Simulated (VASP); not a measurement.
Input of a VASP 6.6.1 run:

File INCAR:

```
PREC = Accurate
ENCUT = 600
EDIFF = 1E-6
ISMEAR = 0
SIGMA = 0.05
LREAL = F
LASPH = T
NELM = 120
ALGO = Normal
ISIF = 2
LWAVE = F
LCHARG = F
GGA = PE
IVDW = 12
NBANDS = 60
GGA_COMPAT = F
```

Contents of KPOINTS:

```
regular mesh
0
Gamma
  9 6 3
```

The input POSCAR:

```
TiO2
1.0
    1.4862023626     -2.5741780023      0.0000000000
    1.4862023626     -0.8580593341     -4.8692577686
   10.6511169318      3.0032076695     -2.4346288843
Ti O
4 8
Direct
   -0.6333666667     -0.4750250000      0.9500500000
    0.3666333333     -0.1000250000      0.2000500000
   -0.3000333333     -0.2250250000      0.4500500000
    0.0333000000     -0.3500250000      0.7000500000
    0.8338519972      0.1486812566      0.1001534995
    0.1671853305      0.0236812565      0.3501534995
    0.5005186639     -0.1013187434      0.6001534995
   -0.1661480028     -0.2263187435      0.8501534995
    0.5660813362      0.7762687434      0.0499465005
   -0.1005853305      0.6512687434      0.2999465005
    0.2327480028      0.5262687434      0.5499465005
   -0.4339186638      0.4012687434      0.7999465005
```

Potentials or basis: VASP PAW PBE potentials, release 64 (Ti_sv, O).

Launch:

```console
$ cat potpaw_PBE.64/Ti_sv/POTCAR potpaw_PBE.64/O/POTCAR > POTCAR
$ mpirun -np 1 vasp_std > vasp.out
```

(1) Predict the dispersion energy per atom.

(2) What does it give for the largest force?

(3) Estimate the pressure.

(4) Predict the band gap on the k mesh.

## Answers

(1) -0.201 eV.

(2) 3.671 eV/Å.

(3) -4.9 GPa.

(4) 0.80 eV (least direct gap 0.92 eV).

Caveat: the cell differs from its parent crystal (the part above a cut slid along it); the stress differs along the axes, from -7 to -2 GPa; forces of over 1 eV/Å act on the atoms, so gaps and moduli don't describe the material at rest.
